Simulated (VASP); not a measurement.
# Mo (Im-3m) in VASP: further runs, part 2 of 2

VASP 6.6.1.

### Step 4. Single point, PBE

This run uses another cell than the first one, of 15.63 Å³/atom, 0.990 times its volume.

INCAR

```
SYSTEM = Mo
PREC     = Accurate       ! precision mode
ENCUT    = 520            ! plane-wave cutoff, eV
EDIFF    = 1E-6           ! SCF threshold, eV
ISMEAR   = 0              ! smearing method
SIGMA    = 0.05           ! smearing width, eV
LREAL    = .FALSE.        ! projectors in reciprocal space
LASPH    = .TRUE.         ! aspherical terms in the spheres
NELM     = 100            ! most SCF steps
ALGO     = Fast           ! electronic algorithm
ISIF     = 2              ! what is computed and relaxed
LWAVE    = .FALSE.        ! write WAVECAR
LCHARG   = .FALSE.        ! write CHGCAR
GGA      = PE             ! functional
NBANDS   = 13             ! bands
```

KPOINTS

```
regular mesh
0
G
  18 18 18
  0 0 0
```

POSCAR

```
Mo
1.0
   -1.5750000000      1.5750000000      1.5750000000
    1.5750000000     -1.5750000000      1.5750000000
    1.5750000000      1.5750000000     -1.5750000000
Mo
1
Direct
    0.0000000000      0.0000000000      0.0000000000
```

Potentials or basis: VASP PAW PBE potentials, release 64 (Mo_sv).

Run with:

```console
$ cat potpaw_PBE.64/Mo_sv/POTCAR > POTCAR
$ mpirun -np 1 vasp_std > vasp.out
```

OUTCAR:

```text
SYSTEM = Mo
   PREC = Accurate
   ENCUT = 520
   EDIFF = 1E-6
   ISMEAR = 0
   LREAL = .FALSE.
   LASPH = .TRUE.
   NELM = 100
   ISIF = 2
   GGA = PE

 ion  position               nearest neighbor table
   1  0.000  0.000  0.000-

  LATTYP: Found a body centered cubic cell.
 ALAT       =     3.1500000000

  Lattice vectors:

 A1 = (  -1.5750000000,   1.5750000000,   1.5750000000)
 A2 = (   1.5750000000,  -1.5750000000,   1.5750000000)
 A3 = (   1.5750000000,   1.5750000000,  -1.5750000000)

Analysis of symmetry for initial positions (statically):
=====================================================================
 Subroutine PRICEL returns:
 Original cell was already a primitive cell.

 Routine SETGRP: Setting up the symmetry group for a
 body centered cubic supercell.

 Subroutine GETGRP returns: Found 48 space group operations
 (whereof 48 operations were pure point group operations)
 out of a pool of 48 trial point group operations.

The static configuration has the point symmetry O_h .

Analysis of symmetry for dynamics (positions and initial velocities):
=====================================================================
 Subroutine PRICEL returns:
 Original cell was already a primitive cell.

 Routine SETGRP: Setting up the symmetry group for a
 body centered cubic supercell.

 Subroutine GETGRP returns: Found 48 space group operations
 (whereof 48 operations were pure point group operations)
 out of a pool of 48 trial point group operations.

The dynamic configuration has the point symmetry O_h .

 Subroutine INISYM returns: Found 48 space group operations
 (whereof 48 operations are pure point group operations),
 and found     1 'primitive' translations

----------------------------------------------------------------------------------------

                                     Primitive cell

  volume of cell :      15.6279

  direct lattice vectors                    reciprocal lattice vectors
    -1.575000000  1.575000000  1.575000000     0.000000000  0.317460317  0.317460317
     1.575000000 -1.575000000  1.575000000     0.317460317  0.000000000  0.317460317
     1.575000000  1.575000000 -1.575000000     0.317460317  0.317460317  0.000000000

  length of vectors
     2.727980022  2.727980022  2.727980022     0.448956686  0.448956686  0.448956686

  position of ions in fractional coordinates (direct lattice)
     0.000000000  0.000000000  0.000000000

  ion indices of the primitive-cell ions
   primitive index   ion index
                 1           1

----------------------------------------------------------------------------------------

 KPOINTS: regular mesh

Automatic generation of k-mesh.
 Grid dimensions read from file:
 generate k-points for:   18   18   18

 Generating k-lattice:

  Cartesian coordinates                     Fractional coordinates (reciprocal lattice)
     0.000000000  0.017636684  0.017636684     0.055555556  0.000000000  0.000000000
     0.017636684  0.000000000  0.017636684     0.000000000  0.055555556  0.000000000
     0.017636684  0.017636684  0.000000000     0.000000000  0.000000000  0.055555556

  Length of vectors
     0.024942038  0.024942038  0.024942038

  Shift w.r.t. Gamma in fractional coordinates (k-lattice)
     0.000000000  0.000000000  0.000000000

 Subroutine IBZKPT returns following result:
 ===========================================

 Found    195 irreducible k-points:

 Following reciprocal coordinates:
            Coordinates               Weight
  0.000000  0.000000  0.000000      1.000000
  0.055556  0.000000  0.000000     12.000000
  0.111111  0.000000  0.000000     12.000000
  0.166667  0.000000  0.000000     12.000000
  0.222222  0.000000  0.000000     12.000000
  0.277778  0.000000  0.000000     12.000000
[... 16 lines left out ...]
  0.333333  0.111111  0.000000     48.000000
  0.388889  0.111111 -0.000000     48.000000
 [... further k-points ...]
   k-points           NKPTS =    195   k-points in BZ     NKDIM =    195   number of bands    NBANDS=     13
   number of dos      NEDOS =    301   number of ions     NIONS =      1
   total plane-waves  NPLWV =   8000
   dimension x,y,z NGX =    20 NGY =   20 NGZ =   20
   dimension x,y,z NGXF=    40 NGYF=   40 NGZF=   40
   ions per type =               1
   NGX,Y,Z   is equivalent  to a cutoff of  12.19, 12.19, 12.19 a.u.
   NGXF,Y,Z  is equivalent  to a cutoff of  24.38, 24.38, 24.38 a.u.
 SYSTEM =  Mo
   PREC   = accura    normal or accurate (medium, high low for compatibility)
   ISTART =      0    job   : 0-new  1-cont  2-samecut
   ICHARG =      2    charge: 1-file 2-atom 10-const
   ISPIN  =      1    spin polarized calculation?
   LNONCOLLINEAR =      F non collinear calculations
   LSORBIT =      F    spin-orbit coupling
   LASPH  =      T    aspherical Exc in radial PAW
   ENCUT  =  520.0 eV  38.22 Ry    6.18 a.u.   5.07  5.07  5.07*2*pi/ulx,y,z
   NELM   =    100;   NELMIN=  2; NELMDL= -5     # of ELM steps
   EDIFF  = 0.1E-05   stopping-criterion for ELM
   LREAL  =      F    real-space projection
   EDIFFG = 0.1E-04   stopping-criterion for IOM
   NSW    =      0    number of steps for IOM
   IBRION =     -1    ionic relax: 0-MD 1-quasi-New 2-CG
   NFREE  =      0    steps in history (QN), initial steepest desc. (CG)
   ISIF   =      2    stress and relaxation
   ISYM   =      2    0-nonsym 1-usesym 2-fastsym
   POTIM  = 0.5000    time-step for ionic-motion
   TEBEG  =    0.0;   TEEND  =   0.0 temperature during run
   PSTRESS=    0.0 pullay stress
   NELECT =      14.0000    total number of electrons
   NUPDOWN=      -1.0000    fix difference up-down
   EMIN   =  10.00;   EMAX   =-10.00  energy-range for DOS
   EFERMI =   0.00;   METHOD = LEGACY
   ISMEAR =     0;   SIGMA  =   0.05  broadening in eV -4-tet -1-fermi 0-gaus
   EFERMI_NEDOS =   21; number of points for ismear=-14 and -15
   IALGO  =     68    algorithm
   IMIX   =      4    mixing-type and parameters
     AMIX     =   0.40;   BMIX     =  1.00
     AMIX_MAG =   1.60;   BMIX_MAG =  1.00
  volume/ion in A,a.u.               =      15.63       105.46
  Fermi-wavevector in a.u.,A,eV,Ry     =   1.578157  2.982285 33.886404  2.490580
  Thomas-Fermi vector in A             =   2.678731
   LORBIT       =      0    0 simple, 1 ext, 2 COOP (PROOUT), +10 PAW based schemes
   GGA     = PE    functional components
   LHFCALC =     F    Hartree Fock is set to
   AEXX    =    0.0000 exact exchange contribution
   IVDW    =     0    specifies the selected vdW correction
   LEPSILON=     F    determine dielectric tensor
   LRPA    =     F    only Hartree local field effects (RPA)
 non-spin polarized calculation
 RMM-DIIS sequential band-by-band and
 Gauss-broadening in eV      SIGMA  =   0.05
  energy-cutoff  :      520.00
  volume of cell :       15.63
 maximum number of plane-waves:       434
   NGX = 11   NGY = 11   NGZ = 11

 number of electron      14.0000002 magnetization

 Free energy of the ion-electron system (eV)
  ---------------------------------------------------
  ext. energy  EPLUGINS =         0.00000000
  ---------------------------------------------------
  free energy    TOTEN  =       -10.93218958 eV

  energy without entropy =      -10.93154174  energy(sigma->0) =      -10.93186566

 E-fermi :  12.6089     XC(G=0): -13.3917

 val. band max:       12.5654178433   @ k =  -0.4444   0.5000   0.2778
 cond. band min:      12.6093271195   @ k =   0.3889   0.1111  -0.0000
 fundamental gap:      0.0439092762
 Fermi energy:        12.6088607051

 k-point     1 :       0.0000    0.0000    0.0000
  band No.  band energies     occupation
      1     -48.6827      2.00000
      2     -21.9484      2.00000
      3     -21.9484      2.00000
      4     -21.9484      2.00000
      5       5.3607      2.00000
      6      11.2334      2.00000
      7      11.2334      2.00000
      8      11.2334      2.00000
      9      14.2602      0.00000
     10      14.2602      0.00000
     11      27.4299      0.00000
     12      27.4299      0.00000
     13      27.4299      0.00000
[... 353 lines left out ...]
 k-point    24 :       0.3889    0.1111   -0.0000
  band No.  band energies     occupation
      1     -48.4177      2.00000
      2     -23.2625      2.00000
      3     -22.4340      2.00000
      4     -22.0208      2.00000
      5       7.6859      2.00000
      6       9.3528      2.00000
      7      12.6093      0.98947
      8      14.1630      0.00000
      9      15.3007      0.00000
     10      17.9910      0.00000
     11      24.3167      0.00000
     12      25.3884      0.00000
     13      29.6079      0.00000

 [... further k-points ...]

------------------------ aborting loop because EDIFF is reached ----------------------------------------

  FORCE on cell =-STRESS in cart. coord.  units (eV):
  Direction    XX          YY          ZZ          XY          YZ          ZX
  --------------------------------------------------------------------------------------
  -------------------------------------------------------------------------------------
  Total        0.3036539      0.3036539      0.3036539      0.0000000     -0.0000000      0.0000000
  in kB       31.1306181     31.1306181     31.1306181      0.0000000     -0.0000000      0.0000000
  external PRESSURE =      31.1306181 kB  Pullay stress =       0.0000000 kB

 VOLUME and BASIS-vectors are now :
 -----------------------------------------------------------------------------
  energy-cutoff  :      520.00
  volume of cell :       15.63
      direct lattice vectors                 reciprocal lattice vectors
    -1.575000000  1.575000000  1.575000000     0.000000000  0.317460317  0.317460317
     1.575000000 -1.575000000  1.575000000     0.317460317  0.000000000  0.317460317
     1.575000000  1.575000000 -1.575000000     0.317460317  0.317460317  0.000000000

 POSITION                                       TOTAL-FORCE (eV/Angst)
 -----------------------------------------------------------------------------------
      0.00000      0.00000      0.00000         0.000000      0.000000      0.000000
 -----------------------------------------------------------------------------------
    total drift:                                0.000000     -0.000000      0.000000

  FREE ENERGIE OF THE ION-ELECTRON SYSTEM (eV)
  ---------------------------------------------------
  free  energy   TOTEN  =       -10.9321895786 eV

  energy  without entropy=      -10.9315417384  energy(sigma->0) =      -10.93186566
```

It took 16 s on 1 thread of Intel Xeon 6975P-C (Granite Rapids), shared host; peak memory 0.15 GiB.

What came out:

```
Free energy            : -10.9322 eV
Pressure               : 3.1 GPa
Band gap on the k mesh : zero (band 7 reaches 16.58 eV, above the bottom of band 8 at 11.23 eV)
```

### Step 5. Single point, PBE

INCAR

```
ALGO = Normal
EDIFF = 1E-7
ENCUT = 520
GGA = PE
ISIF = 2
ISMEAR = 0
LASPH = T
LCHARG = T
LELF = T
LREAL = F
LVHAR = T
LWAVE = F
NBANDS = 13
NELM = 80
PREC = Accurate
SIGMA = 0.05
```

KPOINTS

```
k-points
0
Gamma
  18 18 18
```

POSCAR

```
Mo
1.0
   -1.5801017723      1.5801017723      1.5801017723
    1.5801017723     -1.5801017723      1.5801017723
    1.5801017723      1.5801017723     -1.5801017723
Mo
1
Direct
    0.0000000000      0.0000000000      0.0000000000
```

Run with:

```console
$ cat potpaw_PBE.64/Mo_sv/POTCAR > POTCAR
$ mpirun -np 1 vasp_std > vasp.out
```

Wall time 15 s (1 thread of Intel Xeon 6975P-C (Granite Rapids), shared host); peak memory 0.15 GiB.

It converged, with:

- Free energy: -10.9340 eV
- Pressure: 0.5 GPa
- Band gap on the k mesh: zero (band 7 reaches 16.37 eV, above the bottom of band 8 at 11.10 eV)

Levels at points of the mesh, in eV from the Fermi level:
```tsv
k point	band 3	band 4	band 5	band 6	band 7	band 8	band 9	band 10	band 11	band 12
(0.00, 0.00, 0.00)	-34.57	-34.57	-7.21	-1.35	-1.35	-1.35	1.64	1.64	14.81	14.81
(0.50, 0.00, 0.00)	-35.01	-34.59	-5.27	-3.36	1.58	1.66	2.28	4.67	11.49	11.93
(0.50, 0.50, 0.50)	-35.51	-35.51	-5.37	-5.37	3.92	3.92	3.92	8.98	8.98	8.98
```

### Step 6. Single point, PBE

INCAR

```
SYSTEM = Mo
ALGO = Normal
EDIFF = 1E-7
ENCUT = 520
GGA = PE
ISIF = 2
ISMEAR = 0
LASPH = .True.
LCHARG = .False.
LREAL = .False.
LWAVE = .False.
NBANDS = 13
NELM = 60
PREC = Accurate
SIGMA = 0.05
```

KPOINTS

```
k-points
0
Gamma
  18 18 18
  0 0 0
```

POSCAR is that of step 5.

Potentials or basis: VASP PAW PBE potentials, release 64 (Mo_sv).

Run with:

```console
$ cat potpaw_PBE.64/Mo_sv/POTCAR > POTCAR
$ mpirun -np 1 vasp_std > vasp.out
```

It took 13 s on 1 thread of Intel Xeon 6975P-C (Granite Rapids), shared host; peak memory 0.15 GiB.

The run converged. Its results:

| Property | Result |
| --- | --- |
| Free energy | -10.9340 eV |
| Pressure | 0.5 GPa |
| Band gap on the k mesh | zero (band 7 reaches 16.37 eV, above the bottom of band 8 at 11.10 eV) |

Levels at points of the mesh, in eV from the Fermi level:
| k point | band 3 | band 4 | band 5 | band 6 | band 7 | band 8 | band 9 | band 10 | band 11 | band 12 |
| --- | --- | --- | --- | --- | --- | --- | --- | --- | --- | --- |
| (0.00, 0.00, 0.00) | -34.57 | -34.57 | -7.21 | -1.35 | -1.35 | -1.35 | 1.64 | 1.64 | 14.81 | 14.81 |
| (0.50, 0.00, 0.00) | -35.01 | -34.59 | -5.27 | -3.36 | 1.58 | 1.66 | 2.28 | 4.67 | 11.49 | 11.93 |
| (0.50, 0.50, 0.50) | -35.51 | -35.51 | -5.37 | -5.37 | 3.92 | 3.92 | 3.92 | 8.98 | 8.98 | 8.98 |
